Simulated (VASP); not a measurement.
# Ca (I4/mmm) in VASP: further runs

Ca is run at these levels: r2SCAN; tasks: single point.

All numbers are computed with VASP 6.6.1; they aren't measurements. Logs are shortened: lines on timing, memory, paths and dates and some standing lists are left out, and cuts for length are marked.

## 1. The cell of the first run

Symmetry: I4/mmm, No. 139, tetragonal system. Conventional cell: a = 4.346 Å, b = 4.346 Å, c = 4.547 Å, α = 90.00°, β = 90.00°, γ = 90.00°. Within 5.0 Å of Ca (site symmetry 4/mmm) lie 14 Ca at 3.82 to 4.55 Å.

## 2. Single point, r2SCAN (strain -0.030 along x and y, +0.015 along z)

POSCAR

```
Ca
1.0
   -2.1728000000      2.1728000000      2.2736000000
    2.1728000000     -2.1728000000      2.2736000000
    2.1728000000      2.1728000000     -2.2736000000
Ca
1
Direct
    0.0000000000      0.0000000000      0.0000000000
```

INCAR.step1

```
SYSTEM = Ca
PREC = Accurate
ENCUT = 520
ISMEAR = 0
SIGMA = 0.15
LREAL = .FALSE.
LASPH = .TRUE.
NELM = 60
NBANDS = 11
GGA = PE
ALGO = Normal
EDIFF = 1E-4
LWAVE = .TRUE.
LCHARG = .FALSE.
```

INCAR.step2

```
SYSTEM = Ca
PREC = Accurate
ENCUT = 520
EDIFF = 1E-6
ISMEAR = 0
SIGMA = 0.15
LREAL = .FALSE.
LASPH = .TRUE.
NELM = 60
ALGO = Normal
ISIF = 2
LWAVE = .FALSE.
LCHARG = .TRUE.
METAGGA = R2SCAN
LMIXTAU = .TRUE.
LELF = .TRUE.
LVHAR = .TRUE.
NBANDS = 11
ISTART = 1
```

KPOINTS

```
regular mesh
0
G
  16 16 16
  0 0 0
```

Potentials or basis: VASP PAW PBE potentials, release 64 (Ca_sv).

Command:

```sh
> cat potpaw_PBE.64/Ca_sv/POTCAR > POTCAR
> cp INCAR.step1 INCAR
> mpirun -np 1 vasp_std > vasp.out
> cp INCAR.step2 INCAR
> mpirun -np 1 vasp_std > vasp.out
```

OUTCAR:

```text
SYSTEM = Ca
   PREC = Accurate
   ENCUT = 520
   EDIFF = 1E-6
   ISMEAR = 0
   LREAL = .FALSE.
   LASPH = .TRUE.
   NELM = 60
   ISIF = 2
   METAGGA = R2SCAN
   ISTART = 1

 ion  position               nearest neighbor table
   1  0.000  0.000  0.000-

  LATTYP: Found a body centered tetragonal cell.
 ALAT       =     4.3456000000
 C/A-ratio  =     1.0463917526

  Lattice vectors:

 A1 = (  -2.1728000000,   2.1728000000,   2.2736000000)
 A2 = (   2.1728000000,  -2.1728000000,   2.2736000000)
 A3 = (   2.1728000000,   2.1728000000,  -2.2736000000)

Analysis of symmetry for initial positions (statically):
=====================================================================
 Subroutine PRICEL returns:
 Original cell was already a primitive cell.

 Routine SETGRP: Setting up the symmetry group for a
 body centered tetragonal supercell.

 Subroutine GETGRP returns: Found 16 space group operations
 (whereof 16 operations were pure point group operations)
 out of a pool of 16 trial point group operations.

The static configuration has the point symmetry D_4h.

Analysis of symmetry for dynamics (positions and initial velocities):
=====================================================================
 Subroutine PRICEL returns:
 Original cell was already a primitive cell.

 Routine SETGRP: Setting up the symmetry group for a
 body centered tetragonal supercell.

 Subroutine GETGRP returns: Found 16 space group operations
 (whereof 16 operations were pure point group operations)
 out of a pool of 16 trial point group operations.

The dynamic configuration has the point symmetry D_4h.

 Subroutine INISYM returns: Found 16 space group operations
 (whereof 16 operations are pure point group operations),
 and found     1 'primitive' translations

----------------------------------------------------------------------------------------

                                     Primitive cell

  volume of cell :      42.9352

  direct lattice vectors                    reciprocal lattice vectors
    -2.172800000  2.172800000  2.273600000     0.000000000  0.230117820  0.219915552
     2.172800000 -2.172800000  2.273600000     0.230117820  0.000000000  0.219915552
     2.172800000  2.172800000 -2.273600000     0.230117820  0.230117820  0.000000000

  length of vectors
     3.822483046  3.822483046  3.822483046     0.318303411  0.318303411  0.325435742

  position of ions in fractional coordinates (direct lattice)
     0.000000000  0.000000000  0.000000000

  ion indices of the primitive-cell ions
   primitive index   ion index
                 1           1

----------------------------------------------------------------------------------------

 KPOINTS: regular mesh

Automatic generation of k-mesh.
 Grid dimensions read from file:
 generate k-points for:   16   16   16

 Generating k-lattice:

  Cartesian coordinates                     Fractional coordinates (reciprocal lattice)
     0.000000000  0.014382364  0.013744722     0.062500000  0.000000000  0.000000000
     0.014382364  0.000000000  0.013744722     0.000000000  0.062500000  0.000000000
     0.014382364  0.014382364  0.000000000     0.000000000  0.000000000  0.062500000

  Length of vectors
     0.019893963  0.019893963  0.020339734

  Shift w.r.t. Gamma in fractional coordinates (k-lattice)
     0.000000000  0.000000000  0.000000000

 Subroutine IBZKPT returns following result:
 ===========================================

 Found    349 irreducible k-points:

 Following reciprocal coordinates:
            Coordinates               Weight
  0.000000  0.000000  0.000000      1.000000
  0.062500  0.000000  0.000000      8.000000
  0.125000  0.000000  0.000000      8.000000
  0.187500  0.000000  0.000000      8.000000
  0.250000  0.000000  0.000000      8.000000
  0.312500  0.000000  0.000000      8.000000
[... 16 lines left out ...]
 -0.125000  0.062500  0.000000     16.000000
 -0.062500  0.062500  0.000000      4.000000
 [... further k-points ...]
   k-points           NKPTS =    349   k-points in BZ     NKDIM =    349   number of bands    NBANDS=     11
   number of dos      NEDOS =    301   number of ions     NIONS =      1
   total plane-waves  NPLWV =  21952
   dimension x,y,z NGX =    28 NGY =   28 NGZ =   28
   dimension x,y,z NGXF=    56 NGYF=   56 NGZF=   56
   ions per type =               1
   NGX,Y,Z   is equivalent  to a cutoff of  12.18, 12.18, 12.18 a.u.
   NGXF,Y,Z  is equivalent  to a cutoff of  24.36, 24.36, 24.36 a.u.
 SYSTEM =  Ca
   PREC   = accura    normal or accurate (medium, high low for compatibility)
   ISTART =      1    job   : 0-new  1-cont  2-samecut
   ICHARG =      0    charge: 1-file 2-atom 10-const
   ISPIN  =      1    spin polarized calculation?
   LNONCOLLINEAR =      F non collinear calculations
   LSORBIT =      F    spin-orbit coupling
   LASPH  =      T    aspherical Exc in radial PAW
   ENCUT  =  520.0 eV  38.22 Ry    6.18 a.u.   7.11  7.11  7.11*2*pi/ulx,y,z
   NELM   =     60;   NELMIN=  2; NELMDL=  0     # of ELM steps
   EDIFF  = 0.1E-05   stopping-criterion for ELM
   LREAL  =      F    real-space projection
   EDIFFG = 0.1E-04   stopping-criterion for IOM
   NSW    =      0    number of steps for IOM
   IBRION =     -1    ionic relax: 0-MD 1-quasi-New 2-CG
   NFREE  =      0    steps in history (QN), initial steepest desc. (CG)
   ISIF   =      2    stress and relaxation
   ISYM   =      2    0-nonsym 1-usesym 2-fastsym
   POTIM  = 0.5000    time-step for ionic-motion
   TEBEG  =    0.0;   TEEND  =   0.0 temperature during run
   PSTRESS=    0.0 pullay stress
   NELECT =      10.0000    total number of electrons
   NUPDOWN=      -1.0000    fix difference up-down
   EMIN   =  10.00;   EMAX   =-10.00  energy-range for DOS
   EFERMI =   0.00;   METHOD = LEGACY
   ISMEAR =     0;   SIGMA  =   0.15  broadening in eV -4-tet -1-fermi 0-gaus
   EFERMI_NEDOS =   21; number of points for ismear=-14 and -15
   IALGO  =     38    algorithm
   IMIX   =      4    mixing-type and parameters
     AMIX     =   0.40;   BMIX     =  1.00
     AMIX_MAG =   1.60;   BMIX_MAG =  1.00
  volume/ion in A,a.u.               =      42.94       289.74
  Fermi-wavevector in a.u.,A,eV,Ry     =   1.007249  1.903425 13.803807  1.014551
  Thomas-Fermi vector in A             =   2.140042
   LORBIT       =      0    0 simple, 1 ext, 2 COOP (PROOUT), +10 PAW based schemes
   METAGGA = R2SCAN    functional components
   LHFCALC =     F    Hartree Fock is set to
   AEXX    =    0.0000 exact exchange contribution
   IVDW    =     0    specifies the selected vdW correction
   LEPSILON=     F    determine dielectric tensor
   LRPA    =     F    only Hartree local field effects (RPA)
 non-spin polarized calculation
 Gauss-broadening in eV      SIGMA  =   0.15
  energy-cutoff  :      520.00
  volume of cell :       42.94
 maximum number of plane-waves:      1184
   NGX = 15   NGY = 15   NGZ = 15

 number of electron       9.9999999 magnetization

 Free energy of the ion-electron system (eV)
  ---------------------------------------------------
  ext. energy  EPLUGINS =         0.00000000
  ---------------------------------------------------
  free energy    TOTEN  =        -7.02427550 eV

  energy without entropy =       -7.00884570  energy(sigma->0) =       -7.01656060

 E-fermi :   1.9777     XC(G=0):  -8.1616

 val. band max:        1.9650954803   @ k =  -0.1875   0.5000   0.1250
 cond. band min:       1.9783975930   @ k =  -0.3125  -0.3750   0.0625
 fundamental gap:      0.0133021127
 Fermi energy:         1.9776808085

 k-point     1 :       0.0000    0.0000    0.0000
  band No.  band energies     occupation
      1     -41.8959      2.00000
      2     -21.9260      2.00000
      3     -21.9260      2.00000
      4     -21.9202      2.00000
      5      -2.3215      2.00000
      6       4.5560      0.00000
      7       4.5560      0.00000
      8       4.7613      0.00000
      9       5.5593      0.00000
     10       5.8133      0.00000
     11      12.3598      0.00000

 k-point     2 :       0.0625    0.0000    0.0000
  band No.  band energies     occupation
      1     -41.8954      2.00000
      2     -21.9299      2.00000
      3     -21.9277      2.00000
      4     -21.9218      2.00000
      5      -2.2486      2.00000
      6       4.5270      0.00000
      7       4.5529      0.00000
      8       4.7726      0.00000
      9       5.5160      0.00000
     10       5.7953      0.00000
     11      12.3456      0.00000

 k-point     3 :       0.1250    0.0000    0.0000
  band No.  band energies     occupation
      1     -41.8938      2.00000
      2     -21.9445      2.00000
      3     -21.9325      2.00000
      4     -21.9225      2.00000
      5      -2.0326      2.00000
      6       4.4027      0.00000
      7       4.4697      0.00000
      8       4.8898      0.00000
      9       5.4271      0.00000
     10       5.7691      0.00000
     11      12.0340      0.00000

 k-point     4 :       0.1875    0.0000    0.0000
  band No.  band energies     occupation
      1     -41.8915      2.00000
      2     -21.9672      2.00000
      3     -21.9397      2.00000
      4     -21.9225      2.00000
      5      -1.6816      2.00000
      6       4.1239      0.00000
      7       4.3061      0.00000
      8       5.1345      0.00000
      9       5.3916      0.00000
     10       5.7611      0.00000
     11      11.1805      0.00000
[... 239 lines left out ...]
 k-point    22 :      -0.1875    0.0625   -0.0000
  band No.  band energies     occupation
      1     -41.8923      2.00000
      2     -21.9593      2.00000
      3     -21.9349      2.00000
      4     -21.9246      2.00000
      5      -1.8109      2.00000
      6       4.2327      0.00000
      7       4.3844      0.00000
      8       5.0071      0.00000
      9       5.4138      0.00000
     10       5.7527      0.00000
     11      11.6527      0.00000

 k-point    23 :      -0.1250    0.0625    0.0000
  band No.  band energies     occupation
      1     -41.8943      2.00000
      2     -21.9410      2.00000
      3     -21.9285      2.00000
      4     -21.9240      2.00000
      5      -2.0976      2.00000
      6       4.4176      0.00000
      7       4.5622      0.00000
      8       4.7921      0.00000
      9       5.5120      0.00000
     10       5.7279      0.00000
     11      12.3315      0.00000

 k-point    24 :      -0.0625    0.0625    0.0000
  band No.  band energies     occupation
      1     -41.8954      2.00000
      2     -21.9314      2.00000
      3     -21.9262      2.00000
      4     -21.9221      2.00000
      5      -2.2453      2.00000
      6       4.5007      0.00000
      7       4.6111      0.00000
      8       4.7265      0.00000
      9       5.5652      0.00000
     10       5.7551      0.00000
     11      12.4536      0.00000

 [... further k-points ...]

------------------------ aborting loop because EDIFF is reached ----------------------------------------

  FORCE on cell =-STRESS in cart. coord.  units (eV):
  Direction    XX          YY          ZZ          XY          YZ          ZX
  --------------------------------------------------------------------------------------
  -------------------------------------------------------------------------------------
  Total        0.0430040      0.0430040      0.0669185      0.0000000      0.0000000      0.0000000
  in kB        1.6047446      1.6047446      2.4971413      0.0000000      0.0000000      0.0000000
  external PRESSURE =       1.9022102 kB  Pullay stress =       0.0000000 kB

 VOLUME and BASIS-vectors are now :
 -----------------------------------------------------------------------------
  energy-cutoff  :      520.00
  volume of cell :       42.94
      direct lattice vectors                 reciprocal lattice vectors
    -2.172800000  2.172800000  2.273600000     0.000000000  0.230117820  0.219915552
     2.172800000 -2.172800000  2.273600000     0.230117820  0.000000000  0.219915552
     2.172800000  2.172800000 -2.273600000     0.230117820  0.230117820  0.000000000

 POSITION                                       TOTAL-FORCE (eV/Angst)
 -----------------------------------------------------------------------------------
      0.00000      0.00000      0.00000        -0.000000      0.000000      0.000000
 -----------------------------------------------------------------------------------
    total drift:                               -0.000000     -0.000000     -0.000000

  FREE ENERGIE OF THE ION-ELECTRON SYSTEM (eV)
  ---------------------------------------------------
  free  energy   TOTEN  =        -7.0242755040 eV

  energy  without entropy=       -7.0088457047  energy(sigma->0) =       -7.01656060
```

Wall time 7.4 min (1 thread of Intel Xeon 8259CL, shared host); peak memory 0.3 GiB.

What came out:

```
Free energy            : -7.0243 eV
Pressure               : 0.2 GPa
Band gap on the k mesh : zero (bands 5 and 6 overlap by 0.56 eV)
```

Caveat: the cell differs from its parent crystal (strain -0.030 along x and y, +0.015 along z); the PAW data sets were made with another functional, which shifts forces and pressure a little.

## 3. Single point, r2SCAN (strain +0.000 along x and y, -0.030 along z)

POSCAR

```
Ca
1.0
   -2.2400000000      2.2400000000      2.1728000000
    2.2400000000     -2.2400000000      2.1728000000
    2.2400000000      2.2400000000     -2.1728000000
Ca
1
Direct
    0.0000000000      0.0000000000      0.0000000000
```

INCAR.step1

```
ALGO = Normal
EDIFF = 1E-4
ENCUT = 520
GGA = PE
ISMEAR = 0
LASPH = True
LCHARG = False
LREAL = False
LWAVE = True
NBANDS = 11
NELM = 80
PREC = Accurate
SIGMA = 0.15
```

INCAR.step2

```
ALGO = Normal
EDIFF = 1E-6
ENCUT = 520
ISIF = 2
ISMEAR = 0
ISTART = 1
LASPH = True
LCHARG = False
LMIXTAU = True
LREAL = False
LWAVE = False
METAGGA = R2SCAN
NBANDS = 11
NELM = 80
PREC = Accurate
SIGMA = 0.15
```

KPOINTS

```
k-points
0
Gamma
  16 16 16
```

Potentials or basis: VASP PAW PBE potentials, release 64 (Ca_sv).

Command:

```sh
> cat potpaw_PBE.64/Ca_sv/POTCAR > POTCAR
> cp INCAR.step1 INCAR
> mpirun -np 1 vasp_std > vasp.out
> cp INCAR.step2 INCAR
> mpirun -np 1 vasp_std > vasp.out
```

Run time: 12 min. Hardware: 1 thread of Intel Xeon 8259CL, shared host; peak memory 0.3 GiB.

Results (log left out):

* Free energy: -7.0245 eV
* Pressure: -0.1 GPa
* Band gap on the k mesh: zero (bands 5 and 6 overlap by 0.61 eV)

Levels at points of the mesh, in eV from the Fermi level:
```tsv
k point	band 2	band 3	band 4	band 5	band 6	band 7	band 8	band 9
(0.00, 0.00, 0.00)	-23.95	-23.94	-23.94	-4.27	2.52	2.67	2.67	3.58
(0.50, 0.00, 0.00)	-24.08	-23.99	-23.94	-0.82	-0.12	1.54	3.62	4.01
(0.50, 0.50, 0.00)	-24.07	-23.99	-23.94	-0.89	-0.23	1.72	3.48	3.91
(0.50, 0.50, 0.50)	-24.04	-24.04	-24.03	0.13	0.20	3.87	3.87	4.41
```

Caveat: the cell differs from its parent crystal (strain +0.000 along x and y, -0.030 along z); the PAW data sets were made with another functional, which shifts forces and pressure a little.

(Part 1 of 2 ends here.)
